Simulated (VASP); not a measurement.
A run of VASP 6.6.1 is set up as follows.

The input INCAR:

```
PREC = Accurate ; ENCUT = 1330
EDIFF = 1E-6 ; ISMEAR = -1
SIGMA = 0.05 ; LREAL = False
LASPH = True ; NELM = 120
ALGO = Normal ; ISIF = 2
LWAVE = False ; LCHARG = True
GGA = VW ; LELF = True
LVHAR = True ; NBANDS = 16
GGA_COMPAT = False
```

KPOINTS

```
Automatic mesh
0
Gamma
  10 10 6
```

POSCAR

```
AlN
1.0
    3.0494515564      0.0000000000      0.0000000000
   -1.5247257782      2.6409025155      0.0000000000
    0.0000000000      0.0000000000      4.8793184075
Al N
2 2
Direct
    0.6666666667      0.3333333333      0.5000000000
    0.3333333333      0.6666666667      0.0000000000
    0.6666666667      0.3333333333      0.8800000000
    0.3333333333      0.6666666667      0.3800000000
```

Potentials or basis: VASP PAW PBE potentials, release 64 (Al, N_h).

The run is started by

```bash
$ cat potpaw_PBE.64/Al/POTCAR potpaw_PBE.64/N_h/POTCAR > POTCAR
$ mpirun -np 1 vasp_std > vasp.out
```

(1) Predict the largest force.

(2) What does it give for the band gap on the k mesh?

Results:

(1) 0.171 eV/Å.

(2) 4.80 eV.

Caveat: the PAW data sets were made with another functional, which shifts forces and pressure a little.
